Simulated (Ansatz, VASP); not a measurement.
**LiCl in VASP and in Ansatz**

```xyz
2
Lattice="0.0000 2.5648 2.5648 2.5648 0.0000 2.5648 2.5648 2.5648 0.0000" Properties=species:S:1:pos:R:3 pbc="T T T"
Cl    2.5648    2.5648    2.5648
Li    0.0000    0.0000    0.0000
```

Alike in both runs: functional PBE0; k mesh 5 × 5 × 5; occupations fermi-dirac, width 0.05 eV; no spin polarisation.

|  | VASP | Ansatz |
| --- | --- | --- |
| version | VASP 6.6.1 | Ansatz 0.2.0 |
| potentials or method | VASP PAW PBE potentials, release 64 (Cl, Li_sv) | Ansatz PAW |
| plane-wave cutoff (eV) | 520 | 420 |
| valence electrons in the cell | 10 | 10 |
| task | single point | band structure |

```csv
,VASP,Ansatz,Ansatz less VASP
gap on the k mesh at the Fermi level (eV),8.47,8.45,-0.021
least direct gap on the mesh (eV),8.47,8.45,-0.021
```

The k mesh is coarse, so the values compare programs but aren't converged. Noted on VASP's run: the cutoff is under 1.25 times that of the potentials, so the pressure is a little rough.
